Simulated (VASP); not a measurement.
# W8C8Br in VASP: single point with LDA

Aim: the single point of W8C8Br with LDA.

All numbers are computed with VASP 6.6.1; they aren't measurements. Logs are shortened: lines on timing, memory, paths and dates and some standing lists are left out, and cuts for length are marked.

## Step 1: The cell of the first run

The cell holds a slab with vacuum, 17 atoms: a = 5.751 Å, b = 5.751 Å, c = 15.226 Å, α = 90.00°, β = 90.00°, γ = 120.00°.

## Step 2: Single point, LDA

INCAR reads:

```
SYSTEM = W8C8Br
PREC = Accurate
ENCUT = 1000
EDIFF = 1E-6
ISMEAR = -1
SIGMA = 0.1
LREAL = Auto
LASPH = .TRUE.
NELM = 120
ALGO = Normal
ISIF = 2
LWAVE = .FALSE.
LCHARG = .TRUE.
GGA = CA
LELF = .TRUE.
LVHAR = .TRUE.
NBANDS = 90
GGA_COMPAT = .FALSE.
NELMDL = -8
```

KPOINTS reads:

```
Automatic mesh
0
G
  2 2 1
  0 0 0
```

POSCAR reads:

```
W8C8Br
1.0
    5.7513400000      0.0000000000      0.0000000000
   -2.8756700000      4.9808070000      0.0000000000
    0.0000000000      0.0000000000     15.2257100000
W C Br
8 8 1
Direct
    0.0000000000      0.0000000000      0.0656784000
   -0.0010636346      0.0002373601      0.2511436047
    0.0000000000      0.5000000000      0.0656784000
    0.0004833497      0.5009841522      0.2515666375
    0.5000000000      0.0000000000      0.0656784000
    0.5012901568      0.0002268321      0.2511418613
    0.5000000000      0.5000000000      0.0656784000
    0.5014933030      0.5030070771      0.2509837839
    0.3336192803      0.1672358177      0.1524242811
    0.3343658279      0.1687434378      0.3329453604
    0.3326391815      0.6666665364      0.1506105198
    0.3368486293      0.6693357817      0.3241245691
    0.8339060076      0.1678090108      0.1506548623
    0.8322779227      0.1645773750      0.3241899302
    0.8340299328      0.6666678717      0.1506144465
    0.8324558800      0.6693382906      0.3241253817
    0.3385349466      0.1770554884      0.4542797694
```

Potentials or basis: VASP PAW LDA potentials, release 64 (W_sv, C_h, Br).

Command:

```
$ cat potpaw_LDA.64/W_sv/POTCAR potpaw_LDA.64/C_h/POTCAR potpaw_LDA.64/Br/POTCAR > POTCAR
$ mpirun -np 1 vasp_std > vasp.out
```

OUTCAR:

```text
SYSTEM = W8C8Br
   PREC = Accurate
   ENCUT = 1000
   EDIFF = 1E-6
   ISMEAR = -1
   LREAL = Auto
   LASPH = .TRUE.
   NELM = 120
   ISIF = 2
   GGA = CA
   NELMDL = -8

 ion  position               nearest neighbor table
   1  0.000  0.000  0.066-  15 2.10  13 2.11   9 2.12   2 2.82   5 2.88   5 2.88   3 2.88   3 2.88
                             7 2.88   7 2.88
   2  0.999  0.000  0.251-  16 1.99  14 1.99  10 2.08   9 2.24  13 2.26  15 2.26   1 2.82   8 2.86
                             6 2.86   4 2.88   4 2.88   6 2.89   8 2.89
   3  0.000  0.500  0.066-  13 2.10  11 2.10  15 2.10   4 2.83   7 2.88   7 2.88   5 2.88   1 2.88
                             1 2.88   5 2.88
   4  0.000  0.501  0.252-  12 2.01  16 2.01  14 2.01  15 2.26  11 2.26  13 2.26   3 2.83   2 2.88
                             6 2.88   8 2.88   8 2.88   6 2.88   2 2.88
   5  0.500  0.000  0.066-  11 2.10  13 2.11   9 2.12   6 2.82   1 2.88   1 2.88   3 2.88   7 2.88
                             7 2.88   3 2.88
   6  0.501  0.000  0.251-  12 1.99  14 1.99  10 2.08   9 2.24  13 2.26  11 2.26   5 2.82   8 2.86
                             2 2.86   4 2.88   4 2.88   2 2.89   8 2.89
   7  0.500  0.500  0.066-  11 2.11  15 2.11   9 2.12   8 2.82   3 2.88   3 2.88   5 2.88   5 2.88
                             1 2.88   1 2.88
   8  0.501  0.503  0.251-  16 1.99  12 1.99  10 2.08   9 2.25  11 2.25  15 2.25   7 2.82   6 2.86
                             2 2.86   4 2.88   4 2.88   2 2.89   6 2.89
   9  0.334  0.167  0.152-   7 2.12   5 2.12   1 2.12   6 2.24   2 2.24   8 2.25
  10  0.334  0.169  0.333-  17 1.85   8 2.08   2 2.08   6 2.08
  11  0.333  0.667  0.151-   3 2.10   5 2.10   7 2.11   8 2.25   4 2.26   6 2.26
  12  0.337  0.669  0.324-   6 1.99   8 1.99   4 2.01
  13  0.834  0.168  0.151-   3 2.10   1 2.11   5 2.11   2 2.26   6 2.26   4 2.26
  14  0.832  0.165  0.324-   6 1.99   2 1.99   4 2.01
  15  0.834  0.667  0.151-   3 2.10   1 2.10   7 2.11   8 2.25   4 2.26   2 2.26
  16  0.832  0.669  0.324-   2 1.99   8 1.99   4 2.01
  17  0.339  0.177  0.454-  10 1.85

  LATTYP: Found a hexagonal cell.
 ALAT       =     5.7513400000
 C/A-ratio  =     2.6473326216

  Lattice vectors:

 A1 = (   5.7513400000,   0.0000000000,   0.0000000000)
 A2 = (  -2.8756700000,   4.9808070000,   0.0000000000)
 A3 = (   0.0000000000,   0.0000000000,  15.2257100000)

Analysis of symmetry for initial positions (statically):
=====================================================================
 Subroutine PRICEL returns:
 Original cell was already a primitive cell.

 Routine SETGRP: Setting up the symmetry group for a
 hexagonal supercell.

 Subroutine GETGRP returns: Found  1 space group operations
 (whereof  1 operations were pure point group operations)
 out of a pool of 24 trial point group operations.

The static configuration has the point symmetry C_1 .

[... 132 lines left out ...]
   NELECT =     151.0000    total number of electrons
   NUPDOWN=      -1.0000    fix difference up-down
   EMIN   =  10.00;   EMAX   =-10.00  energy-range for DOS
   EFERMI =   0.00;   METHOD = LEGACY
   ISMEAR =    -1;   SIGMA  =   0.10  broadening in eV -4-tet -1-fermi 0-gaus
   EFERMI_NEDOS =   21; number of points for ismear=-14 and -15
   IALGO  =     38    algorithm
   IMIX   =      4    mixing-type and parameters
     AMIX     =   0.40;   BMIX     =  1.00
     AMIX_MAG =   1.60;   BMIX_MAG =  1.00
  volume/ion in A,a.u.               =      25.66       173.14
  Fermi-wavevector in a.u.,A,eV,Ry     =   1.149525  2.172287 17.978840  1.321407
  Thomas-Fermi vector in A             =   2.286194
   LORBIT       =      0    0 simple, 1 ext, 2 COOP (PROOUT), +10 PAW based schemes
   GGA     = CA    functional components
   LHFCALC =     F    Hartree Fock is set to
   AEXX    =    0.0000 exact exchange contribution
   IVDW    =     0    specifies the selected vdW correction
   LEPSILON=     F    determine dielectric tensor
   LRPA    =     F    only Hartree local field effects (RPA)
 non-spin polarized calculation
  energy-cutoff  :     1000.00
  volume of cell :      436.16
 maximum number of plane-waves:     31328
 NGX is ok and might be reduce to    60
   NGX = 29   NGY = 29   NGZ = 79

 number of electron     151.0000002 magnetization

 Free energy of the ion-electron system (eV)
  ---------------------------------------------------
  ext. energy  EPLUGINS =         0.00000000
  ---------------------------------------------------
  free energy    TOTEN  =      -182.27112104 eV

  energy without entropy =     -182.01103468  energy(sigma->0) =     -182.14107786

 E-fermi :   1.4935     XC(G=0):  -7.2313

 val. band max:        1.2218663349   @ k =   0.0000   0.5000   0.0000
 cond. band min:       1.5071797251   @ k =   0.0000   0.5000   0.0000
 fundamental gap:      0.2853133902
 Fermi energy:         1.4934956878

 k-point     1 :       0.0000    0.0000    0.0000
  band No.  band energies     occupation
      1     -72.1895      2.00000
      2     -72.1283      2.00000
      3     -72.1283      2.00000
      4     -72.0991      2.00000
      5     -71.8044      2.00000
      6     -71.7194      2.00000
[... 349 lines left out ...]
     86       3.3676      0.00000
     87       3.3792      0.00000
 [bands above 87 left out]

------------------------ aborting loop because EDIFF is reached ----------------------------------------

  FORCE on cell =-STRESS in cart. coord.  units (eV):
  Direction    XX          YY          ZZ          XY          YZ          ZX
  --------------------------------------------------------------------------------------
  -------------------------------------------------------------------------------------
  Total        1.1783307      1.3687128      1.7220379      0.0003602     -0.3903159      0.0020934
  in kB        4.3284406      5.0277839      6.3256766      0.0013232     -1.4337734      0.0076899
  external PRESSURE =       5.2273004 kB  Pullay stress =       0.0000000 kB

 VOLUME and BASIS-vectors are now :
 -----------------------------------------------------------------------------
  energy-cutoff  :     1000.00
  volume of cell :      436.16
      direct lattice vectors                 reciprocal lattice vectors
     5.751340000  0.000000000  0.000000000     0.173872524  0.100385339  0.000000000
    -2.875670000  4.980807000  0.000000000     0.000000000  0.200770678  0.000000000
     0.000000000  0.000000000 15.225710000     0.000000000  0.000000000  0.065678382

 POSITION                                       TOTAL-FORCE (eV/Angst)
 -----------------------------------------------------------------------------------
      0.00000      0.00000      1.00000         0.094599      0.079695     -0.036460
      5.74454      0.00118      3.82384         0.015267      0.006845     -0.033628
     -1.43783      2.49040      1.00000        -0.000319      0.010336     -0.273967
     -1.43789      2.49531      3.83028        -0.000001     -0.005002     -0.047385
      2.87567      0.00000      1.00000        -0.094526      0.079893     -0.036870
      2.88244      0.00113      3.82381        -0.016245      0.008338     -0.033418
[... 9 lines left out ...]
      2.86294      3.33384      4.93504         0.003008      0.000320      0.157187
      1.43788      0.88188      6.91673         0.000112     -0.054584      0.030163
 -----------------------------------------------------------------------------------
    total drift:                                0.000212      0.003513      0.015325

  FREE ENERGIE OF THE ION-ELECTRON SYSTEM (eV)
  ---------------------------------------------------
  free  energy   TOTEN  =      -182.2711210361 eV

  energy  without entropy=     -182.0110346831  energy(sigma->0) =     -182.14107786
```

stdout:

```text
POSCAR found type information on POSCAR W C Br
 POSCAR found :  3 types and      17 ions
 scaLAPACK will be used
 LDA part: xc-table for (Slater(with rela. corr.)+CA(PZ))
 , standard interpolation
 POSCAR, INCAR and KPOINTS ok, starting setup
 FFT: planning ... GRIDC
 FFT: planning ... GRID_SOFT
 FFT: planning ... GRID
 WAVECAR not read
 entering main loop
```

It took 26 min on 1 thread of Intel Xeon Platinum 8259CL at 2.50GHz (Skylake/Cascade Lake), shared host; peak memory 0.9 GiB.

Results:

* Free energy: -182.2711 eV
* Largest force: 0.274 eV/Å
* Band gap on the k mesh: zero (an odd number of electrons rules out a gap without spin polarisation)

Forces on the atoms (eV/Å):
```
W    0.095  0.080 -0.036
W    0.015  0.007 -0.034
W    0.000  0.010 -0.274
W    0.000 -0.005 -0.047
W   -0.095  0.080 -0.037
W   -0.016  0.008 -0.033
W    0.000 -0.089 -0.057
W    0.001 -0.036 -0.034
C    0.000 -0.004  0.001
C    0.000 -0.009  0.045
C   -0.002  0.003  0.000
C   -0.002  0.000  0.158
C    0.000 -0.002  0.004
C    0.000  0.008  0.157
C    0.002  0.003  0.000
C    0.003  0.000  0.157
Br   0.000 -0.055  0.030
```

Caveat: the k points lie up to 0.63 Å⁻¹ apart, too coarse for converged energies and pressures of a metal; there is no dipole correction, which matters where the two faces differ; spin-orbit coupling is left out, which moves the levels of the heavy elements; an odd number of electrons without spin polarisation forces a metal; a magnetic or distorted state may lie lower.

The gap in the log of VASP goes by the Fermi energy; the results here count the filled bands.